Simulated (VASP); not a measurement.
# InSe (R3m) in VASP: settings compared

The runs below take InSe through single point, with RPBE+D3(BJ), RPBE+D4, PBE, LDA.

All numbers are computed with VASP 6.6.1; they aren't measurements. Logs are shortened: lines on timing, memory, paths and dates and some standing lists are left out, and cuts for length are marked.

**Measured values to compare with.**

“The Interaction of Hydrogen with the van der Waals Crystal γ-InSe”, 2020, pmc:7321205 reports, for a bulk crystal of InSe at 300 K: band gap 1.25 eV.

How close the calculation comes is told below.

## 1. The cell of the first run

Symmetry: R3m, No. 160, trigonal system. Conventional cell: a = 3.739 Å, b = 3.739 Å, c = 23.440 Å, α = 90.00°, β = 90.00°, γ = 120.00°. Within 3.4 Å of In (site symmetry 3m) lie 3 Se at 2.58 Å and 1 In at 2.70 Å. Within 3.4 Å of In (site symmetry 3m) lie 3 Se at 2.58 Å and 1 In at 2.70 Å. Se (site symmetry 3m) has 3 In at 2.58 Å and 3 Se at 3.15 Å within 3.4 Å. Se (site symmetry 3m) has 3 In at 2.58 Å and 3 Se at 3.15 Å within 3.4 Å.

## 2. Single point, RPBE+D3(BJ)

INCAR reads:

```
PREC = Accurate
ENCUT = 520
EDIFF = 1E-7
ISMEAR = -1
SIGMA = 0.05
LREAL = F
LASPH = T
NELM = 100
ALGO = Normal
ISIF = 2
LWAVE = F
LCHARG = T
GGA = RP
IVDW = 12
LELF = T
LVHAR = T
NBANDS = 27
```

KPOINTS reads:

```
regular mesh
0
Gamma
  8 8 8
```

POSCAR reads:

```
InSe
1.0
    1.8696185795      1.0794247901      7.8133623907
   -1.8696185795      1.0794247901      7.8133623907
    0.0000000000     -2.1588495803      7.8133623907
In Se
2 2
Direct
    0.8866268323      0.8866268323      0.8866268323
    0.0018467149      0.0018467149      0.0018467149
    0.1600304464      0.1600304464      0.1600304464
    0.3954960064      0.3954960064      0.3954960064
```

Potentials or basis: VASP PAW PBE potentials, release 64 (In_d, Se).

Launch:

```sh
$ cat potpaw_PBE.64/In_d/POTCAR potpaw_PBE.64/Se/POTCAR > POTCAR
$ mpirun -np 1 vasp_std > vasp.out
```

OUTCAR:

```text
PREC = Accurate
   ENCUT = 520
   EDIFF = 1E-7
   ISMEAR = -1
   LREAL = F
   LASPH = T
   NELM = 100
   ISIF = 2
   GGA = RP
   IVDW = 12
 IVDW          = 12

 ion  position               nearest neighbor table
   1  0.887  0.887  0.887-   3 2.58   3 2.58   3 2.58   2 2.70
   2  0.002  0.002  0.002-   4 2.58   4 2.58   4 2.58   1 2.70
   3  0.160  0.160  0.160-   1 2.58   1 2.58   1 2.58
   4  0.395  0.395  0.395-   2 2.58   2 2.58   2 2.58

  LATTYP: Found a trigonal (rhomboedric) cell.
 ALAT       =     8.1061250520
 COS(alpha) =     0.8936078886

  Lattice vectors:

 A1 = (   1.8696185795,   1.0794247901,   7.8133623907)
 A2 = (  -1.8696185795,   1.0794247901,   7.8133623907)
 A3 = (   0.0000000000,  -2.1588495803,   7.8133623907)

Analysis of symmetry for initial positions (statically):
=====================================================================
 Subroutine PRICEL returns:
 Original cell was already a primitive cell.

 Routine SETGRP: Setting up the symmetry group for a
 trigonal (rhombohedral) supercell.

 Subroutine GETGRP returns: Found  6 space group operations
 (whereof  6 operations were pure point group operations)
 out of a pool of 12 trial point group operations.

The static configuration has the point symmetry C_3v.

Analysis of symmetry for dynamics (positions and initial velocities):
=====================================================================
 Subroutine PRICEL returns:
 Original cell was already a primitive cell.

 Routine SETGRP: Setting up the symmetry group for a
 trigonal (rhombohedral) supercell.

 Subroutine GETGRP returns: Found  6 space group operations
 (whereof  6 operations were pure point group operations)
 out of a pool of 12 trial point group operations.

The dynamic configuration has the point symmetry C_3v.

 Subroutine INISYM returns: Found  6 space group operations
 (whereof  6 operations are pure point group operations),
 and found     1 'primitive' translations

----------------------------------------------------------------------------------------

                                     Primitive cell

  volume of cell :      94.6095

  direct lattice vectors                    reciprocal lattice vectors
     1.869618579  1.079424790  7.813362391     0.267434227  0.154403223  0.042661957
    -1.869618579  1.079424790  7.813362391    -0.267434227  0.154403223  0.042661957
     0.000000000 -2.158849580  7.813362391     0.000000000 -0.308806446  0.042661957

  length of vectors
     8.106125052  8.106125052  8.106125052     0.311739416  0.311739416  0.311739416

  position of ions in fractional coordinates (direct lattice)
     0.886626832  0.886626832  0.886626832
     0.001846715  0.001846715  0.001846715
     0.160030446  0.160030446  0.160030446
     0.395496006  0.395496006  0.395496006

  ion indices of the primitive-cell ions
   primitive index   ion index
                 1           1
                 2           2
                 3           3
                 4           4

----------------------------------------------------------------------------------------

 KPOINTS: regular mesh

Automatic generation of k-mesh.
 Grid dimensions read from file:
 generate k-points for:    8    8    8

 Generating k-lattice:

  Cartesian coordinates                     Fractional coordinates (reciprocal lattice)
     0.033429278  0.019300403  0.005332745     0.125000000 -0.000000000  0.000000000
    -0.033429278  0.019300403  0.005332745    -0.000000000  0.125000000  0.000000000
     0.000000000 -0.038600806  0.005332745     0.000000000  0.000000000  0.125000000

  Length of vectors
     0.038967427  0.038967427  0.038967427

  Shift w.r.t. Gamma in fractional coordinates (k-lattice)
     0.000000000  0.000000000  0.000000000

 Subroutine IBZKPT returns following result:
 ===========================================

 Found     65 irreducible k-points:

 Following reciprocal coordinates:
            Coordinates               Weight
  0.000000  0.000000  0.000000      1.000000
  0.125000  0.000000  0.000000      6.000000
  0.250000  0.000000  0.000000      6.000000
  0.375000  0.000000  0.000000      6.000000
  0.500000  0.000000  0.000000      3.000000
  0.125000  0.125000  0.000000      6.000000
[... 16 lines left out ...]
  0.250000  0.125000  0.125000      6.000000
  0.375000  0.125000  0.125000      6.000000
 [... further k-points ...]
   k-points           NKPTS =     65   k-points in BZ     NKDIM =     65   number of bands    NBANDS=     27
   number of dos      NEDOS =    301   number of ions     NIONS =      4
   total plane-waves  NPLWV = 216000
   dimension x,y,z NGX =    60 NGY =   60 NGZ =   60
   dimension x,y,z NGXF=   120 NGYF=  120 NGZF=  120
   ions per type =               2   2
   NGX,Y,Z   is equivalent  to a cutoff of  12.31, 12.31, 12.31 a.u.
   NGXF,Y,Z  is equivalent  to a cutoff of  24.61, 24.61, 24.61 a.u.
 SYSTEM =  unknown system
   PREC   = accura    normal or accurate (medium, high low for compatibility)
   ISTART =      0    job   : 0-new  1-cont  2-samecut
   ICHARG =      2    charge: 1-file 2-atom 10-const
   ISPIN  =      1    spin polarized calculation?
   LNONCOLLINEAR =      F non collinear calculations
   LSORBIT =      F    spin-orbit coupling
   LASPH  =      T    aspherical Exc in radial PAW
   ENCUT  =  520.0 eV  38.22 Ry    6.18 a.u.  15.07 15.07 15.07*2*pi/ulx,y,z
   NELM   =    100;   NELMIN=  2; NELMDL= -5     # of ELM steps
   EDIFF  = 0.1E-06   stopping-criterion for ELM
   LREAL  =      F    real-space projection
   EDIFFG = 0.1E-05   stopping-criterion for IOM
   NSW    =      0    number of steps for IOM
   IBRION =     -1    ionic relax: 0-MD 1-quasi-New 2-CG
   NFREE  =      0    steps in history (QN), initial steepest desc. (CG)
   ISIF   =      2    stress and relaxation
   ISYM   =      2    0-nonsym 1-usesym 2-fastsym
   POTIM  = 0.5000    time-step for ionic-motion
   TEBEG  =    0.0;   TEEND  =   0.0 temperature during run
   PSTRESS=    0.0 pullay stress
   NELECT =      38.0000    total number of electrons
   NUPDOWN=      -1.0000    fix difference up-down
   EMIN   =  10.00;   EMAX   =-10.00  energy-range for DOS
   EFERMI =   0.00;   METHOD = LEGACY
   ISMEAR =    -1;   SIGMA  =   0.05  broadening in eV -4-tet -1-fermi 0-gaus
   EFERMI_NEDOS =   21; number of points for ismear=-14 and -15
   IALGO  =     38    algorithm
   IMIX   =      4    mixing-type and parameters
     AMIX     =   0.40;   BMIX     =  1.00
     AMIX_MAG =   1.60;   BMIX_MAG =  1.00
  volume/ion in A,a.u.               =      23.65       159.61
  Fermi-wavevector in a.u.,A,eV,Ry     =   1.207882  2.282566 19.850612  1.458979
  Thomas-Fermi vector in A             =   2.343506
   LORBIT       =      0    0 simple, 1 ext, 2 COOP (PROOUT), +10 PAW based schemes
   GGA     = RP    functional components
   LHFCALC =     F    Hartree Fock is set to
   AEXX    =    0.0000 exact exchange contribution
   IVDW    =    12    specifies the selected vdW correction
   LEPSILON=     F    determine dielectric tensor
   LRPA    =     F    only Hartree local field effects (RPA)
 non-spin polarized calculation
  energy-cutoff  :      520.00
  volume of cell :       94.61
 maximum number of plane-waves:      2575
   NGX = 31   NGY = 31   NGZ = 31

 number of electron      38.0000000 magnetization

 Free energy of the ion-electron system (eV)
  ---------------------------------------------------
  ext. energy  EPLUGINS =         0.00000000
  ---------------------------------------------------
  free energy    TOTEN  =       -11.58628150 eV

  energy without entropy =      -11.58626339  energy(sigma->0) =      -11.58627245

 E-fermi :   6.8470     XC(G=0):  -9.8746

 val. band max:        6.4825189592   @ k =   0.5000   0.5000   0.3750
 cond. band min:       7.1847845805   @ k =   0.5000   0.0000   0.0000
 fundamental gap:      0.7022656213
 Fermi energy:         6.8469667469

 k-point     1 :       0.0000    0.0000    0.0000
  band No.  band energies     occupation
      1      -8.6649      2.00000
      2      -8.4302      2.00000
      3      -8.4302      2.00000
      4      -8.3277      2.00000
      5      -8.3277      2.00000
      6      -8.3154      2.00000
[... 19 lines left out ...]
     26      12.5527      0.00000
     27      15.4790      0.00000

 k-point     2 :       0.1250    0.0000    0.0000
  band No.  band energies     occupation
      1      -8.6646      2.00000
      2      -8.6128      2.00000
      3      -8.4266      2.00000
      4      -8.4058      2.00000
      5      -8.3258      2.00000
      6      -8.3111      2.00000
[... 19 lines left out ...]
     26      12.9638      0.00000
     27      14.3681      0.00000

 k-point     3 :       0.2500    0.0000    0.0000
  band No.  band energies     occupation
      1      -8.7924      2.00000
      2      -8.6306      2.00000
      3      -8.5600      2.00000
      4      -8.4256      2.00000
      5      -8.3450      2.00000
      6      -8.2689      2.00000
[... 19 lines left out ...]
     26      13.2150      0.00000
     27      14.0348      0.00000

 k-point     4 :       0.3750    0.0000    0.0000
  band No.  band energies     occupation
      1      -8.8848      2.00000
      2      -8.6841      2.00000
      3      -8.6098      2.00000
      4      -8.4304      2.00000
      5      -8.3634      2.00000
      6      -8.2247      2.00000
[... 19 lines left out ...]
     26      12.9196      0.00000
     27      13.6313      0.00000
[... 516 lines left out ...]
      4      -8.3277      2.00000
      5      -8.3277      2.00000
      6      -8.3153      2.00000
[... 19 lines left out ...]
     26      12.6133      0.00000
     27      15.4546      0.00000

 k-point    23 :       0.2500    0.1250    0.1250
  band No.  band energies     occupation
      1      -8.6637      2.00000
      2      -8.6023      2.00000
      3      -8.4266      2.00000
      4      -8.4199      2.00000
      5      -8.3260      2.00000
      6      -8.3112      2.00000
[... 19 lines left out ...]
     26      13.2019      0.00000
     27      14.2027      0.00000

 k-point    24 :       0.3750    0.1250    0.1250
  band No.  band energies     occupation
      1      -8.7766      2.00000
      2      -8.6347      2.00000
      3      -8.5741      2.00000
      4      -8.4256      2.00000
      5      -8.3449      2.00000
      6      -8.2690      2.00000
[... 19 lines left out ...]
     26      13.3766      0.00000
     27      14.1190      0.00000

 [... further k-points ...]

------------------------ aborting loop because EDIFF is reached ----------------------------------------

 Edisp (eV)   -7.12517

 E8    (eV) :    -4.7070

  FORCE on cell =-STRESS in cart. coord.  units (eV):
  Direction    XX          YY          ZZ          XY          YZ          ZX
  --------------------------------------------------------------------------------------
  -------------------------------------------------------------------------------------
  Total       0.02430     0.02430     0.03817     0.00000    -0.00000     0.00000
  in kB       0.41146     0.41146     0.64639     0.00000    -0.00000     0.00000
  external pressure =        0.49 kB  Pullay stress =        0.00 kB

 VOLUME and BASIS-vectors are now :
 -----------------------------------------------------------------------------
  energy-cutoff  :      520.00
  volume of cell :       94.61
      direct lattice vectors                 reciprocal lattice vectors
     1.869618579  1.079424790  7.813362391     0.267434227  0.154403223  0.042661957
    -1.869618579  1.079424790  7.813362391    -0.267434227  0.154403223  0.042661957
     0.000000000 -2.158849580  7.813362391     0.000000000 -0.308806446  0.042661957

 POSITION                                       TOTAL-FORCE (eV/Angst)
 -----------------------------------------------------------------------------------
      0.00000     -0.00000     20.78261         0.000000     -0.000000      0.014076
      0.00000     -0.00000      0.04329         0.000000      0.000000     -0.012615
      0.00000     -0.00000      3.75113         0.000000      0.000000     -0.020914
      0.00000     -0.00000      9.27046         0.000000     -0.000000      0.019454
 -----------------------------------------------------------------------------------
    total drift:                                0.000000     -0.000000      0.000065

  FREE ENERGIE OF THE ION-ELECTRON SYSTEM (eV)
  ---------------------------------------------------
  free  energy   TOTEN  =       -18.7114479236 eV

  energy  without entropy=      -18.7114298123  energy(sigma->0) =      -18.71143887
```

It took 5.8 min on 1 thread of Intel Xeon Platinum 8559C (Emerald Rapids), shared host; peak memory 0.51 GiB.

What came out:

| Quantity | Value |
| --- | --- |
| Free energy | -18.7114 eV |
| Pressure | 0.0 GPa |
| Largest force | 0.021 eV/Å |
| Band gap on the k mesh | 0.70 eV (least direct gap 1.21 eV) |
| Dispersion energy per atom | -1.781 eV |

Forces on the atoms (eV/Å):
```
In   0.000  0.000  0.014
In   0.000  0.000 -0.013
Se   0.000  0.000 -0.021
Se   0.000  0.000  0.019
```

Caveat: the dispersion term is far too large for a dense solid, which distorts pressure and volume; semilocal functionals underestimate gaps, and a narrow one can read as zero; the PAW data sets were made with another functional, which shifts forces and pressure a little; spin-orbit coupling is left out, which moves the levels of the heavy elements. A hybrid or GW would open this gap; RPBE tends to underestimate it.

## 3. Single point, RPBE+D4

This run uses another cell than the first one, of 28.58 Å³/atom.

INCAR reads:

```
SYSTEM = InSe
PREC = Accurate
ENCUT = 520
EDIFF = 1E-6
ISMEAR = -1
SIGMA = 0.05
LREAL = .FALSE.
LASPH = .TRUE.
NELM = 80
ALGO = Normal
ISIF = 2
LWAVE = .FALSE.
LCHARG = .TRUE.
GGA = RP
IVDW = 13
LELF = .TRUE.
LVHAR = .TRUE.
NBANDS = 27
```

KPOINTS reads:

```
regular mesh
0
G
  8 8 8
  0 0 0
```

POSCAR reads:

```
InSe
1.0
    2.0107625542      1.1609143019      8.1632941713
   -2.0107625542      1.1609143019      8.1632941713
    0.0000000000     -2.3218286039      8.1632941713
In Se
2 2
Direct
    0.8872530225      0.8872530225      0.8872530225
    0.0013210079      0.0013210079      0.0013210079
    0.1674865554      0.1674865554      0.1674865554
    0.3879394142      0.3879394142      0.3879394142
```

Potentials or basis: VASP PAW PBE potentials, release 64 (In_d, Se).

Launch:

```sh
$ cat potpaw_PBE.64/In_d/POTCAR potpaw_PBE.64/Se/POTCAR > POTCAR
$ mpirun -np 1 vasp_std > vasp.out
```

Wall time 7.1 min (1 thread of Intel Xeon Platinum 8559C (Emerald Rapids), shared host); peak memory 0.6 GiB.

The run converged. Its results:

```
Free energy                : -15.1472 eV
Pressure                   : 0.0 GPa
Largest force              : 0.015 eV/Å
Band gap on the k mesh     : 0.40 eV
Dispersion energy per atom : -0.602 eV
```

Forces on the atoms (eV/Å):
```
In   0.000  0.000  0.012
In   0.000  0.000 -0.012
Se   0.000  0.000 -0.015
Se   0.000  0.000  0.015
```

Levels at points of the mesh, in eV from the valence-band top:
```csv
k point,band 16,band 17,band 18,band 19,band 20,band 21,band 22,band 23
"(0.00, 0.00, 0.00)",-1.44,-1.44,-1.21,-1.21,1.92,2.16,4.31,4.31
"(0.50, 0.00, 0.00)",-2.54,-2.46,-2.16,-1.66,1.09,2.04,3.72,4.05
"(0.50, 0.50, 0.00)",-2.76,-2.61,-1.97,-1.51,1.05,2.06,3.30,3.53
"(0.50, 0.50, 0.50)",-1.50,-1.14,-1.14,0.00,0.40,2.27,4.18,4.18
```

Caveat: semilocal functionals underestimate gaps, and a narrow one can read as zero; the PAW data sets were made with another functional, which shifts forces and pressure a little; spin-orbit coupling is left out, which moves the levels of the heavy elements.

[end of part 1 of 2]
